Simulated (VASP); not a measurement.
Write the native input for VASP 6.6.1 that does the following.

* Task: single point
* Functional: LDA
* Potentials or basis: VASP PAW LDA potentials, release 64 (Co, Pd, O)
* Cutoff: 520 eV
* k mesh: 8 × 8 × 8
* Occupations: gaussian, width 0.05 eV
* Spin: collinear spin, ferromagnetic start
* Starting moments: [3.22, 0.71, 0.5, 0.5] μB
* Fixed moment: 5 μB
* Hubbard terms: Co d U = 5.0 eV, Pd d U = 5.0 eV
* Dipole correction: no
* Further INCAR settings: ALGO = Normal; EDIFF = 1e-06; NBANDS = 28

The structure of CoPdO2 lies in POSCAR:

```
CoPdO2
1.0
    1.4224998100      0.8212806500      5.9600012600
   -1.4224998100      0.8212806500      5.9600012600
    0.0000000000     -1.6425613000      5.9600012600
Co Pd O
1 1 2
Direct
    0.5000000000      0.5000000000      0.5000000000
    0.0000000000      0.0000000000      0.0000000000
    0.1121500000      0.1121500000      0.1121500000
    0.8878500000      0.8878500000      0.8878500000
```

These files were run (other wordings do the same):

INCAR

```
SYSTEM = CoPdO2
PREC     = Accurate       ! precision mode
ENCUT    = 520            ! plane-wave cutoff, eV
EDIFF    = 1E-6           ! SCF threshold, eV
ISMEAR   = 0              ! smearing method
SIGMA    = 0.05           ! smearing width, eV
LREAL    = .FALSE.        ! projectors in reciprocal space
LASPH    = .TRUE.         ! aspherical terms in the spheres
NELM     = 150            ! most SCF steps
ALGO     = Normal         ! electronic algorithm
ISIF     = 2              ! what is computed and relaxed
LWAVE    = .FALSE.        ! write WAVECAR
LCHARG   = .FALSE.        ! write CHGCAR
ISPIN    = 2              ! spin polarisation
MAGMOM   = 3.22 0.71 0.5 0.5 ! initial moments
LORBIT   = 11             ! projections on sites
NUPDOWN  = 5.0            ! fixed moment
LMAXMIX  = 4              ! l up to which the mixer works
LDAU     = .TRUE.         ! DFT+U
LDAUTYPE = 2            
LDAUL    = 2 2 -1         ! shell
LDAUU    = 5 5 0          ! U, eV
LDAUJ    = 0 0 0        
LDAUPRINT= 1            
NBANDS   = 28             ! bands
```

KPOINTS

```
regular mesh
0
G
  8 8 8
  0 0 0
```

Potentials or basis: VASP PAW LDA potentials, release 64 (Co, Pd, O).

The run is started by

```sh
$ cat potpaw_LDA.64/Co/POTCAR potpaw_LDA.64/Pd/POTCAR potpaw_LDA.64/O/POTCAR > POTCAR
$ mpirun -np 1 vasp_std > vasp.out
```

It gave:

The pressure is 3.0 GPa, the largest force is 1.291 eV/Å and the net moment is 5.00 μB per cell. The site moments are Co +3.21; Pd +0.87; O +0.46 μB and the valence electrons inside the program's atomic spheres are Co 8.27; Pd 9.76; O 5.01.

Caveat: the total moment is fixed, so each spin has its own Fermi level; a cell with one magnetic atom can't hold antiferromagnetic order, which such compounds often take; forces of over 1 eV/Å act on the atoms, so gaps and moduli don't describe the material at rest.

Wall time 12 min on 1 thread of Intel(R) Xeon(R) Platinum 8124M CPU @ 3.00GHz (Skylake/Cascade Lake), with other jobs on the host, peak memory 0.37 GiB.
